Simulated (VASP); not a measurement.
Input of a VASP 6.6.1 run:

Contents of POSCAR:

```
Ge
1.0
    3.9532416821      0.0000000000      0.0000000000
   -1.9766208410      3.4236077240      0.0000000000
    0.0000000000      0.0000000000      6.6109295745
Ge
4
Direct
    0.3333333333      0.6666666667      0.0012430677
    0.6666666667      0.3333333333      0.5012430677
    0.3333333333      0.6666666667      0.3737569323
    0.6666666667      0.3333333333      0.8737569323
```

INCAR.step1

```
PREC = Accurate
ENCUT = 520
ISMEAR = -1
SIGMA = 0.02
LREAL = False
LASPH = True
NELM = 100
NBANDS = 36
GGA = PE
ALGO = Normal
EDIFF = 1E-4
LWAVE = True
LCHARG = False
```

The input INCAR.step2:

```
PREC = Accurate
ENCUT = 520
EDIFF = 1E-7
ISMEAR = -1
SIGMA = 0.02
LREAL = False
LASPH = True
NELM = 100
ALGO = Normal
ISIF = 2
LWAVE = False
LCHARG = True
METAGGA = R2SCAN
LMIXTAU = True
LELF = True
LVHAR = True
NBANDS = 36
ISTART = 1
```

KPOINTS

```
regular mesh
0
Gamma
  12 12 4
```

Potentials or basis: VASP PAW PBE potentials, release 64 (Ge_d).

Launch:

```bash
$ cat potpaw_PBE.64/Ge_d/POTCAR > POTCAR
$ cp INCAR.step1 INCAR
$ mpirun -np 1 vasp_std > vasp.out
$ cp INCAR.step2 INCAR
$ mpirun -np 1 vasp_std > vasp.out
```

(1) What does it give for the largest force?

(2) What does it give for the pressure?

(3) Predict the band gap on the k mesh.

Results:

(1) 0.006 eV/Å.

(2) 1.5 GPa.

(3) 0.25 eV, direct.

Caveat: the cell differs from its parent crystal (epitaxial xy strain -1.1%); the PAW data sets were made with another functional, which shifts forces and pressure a little.
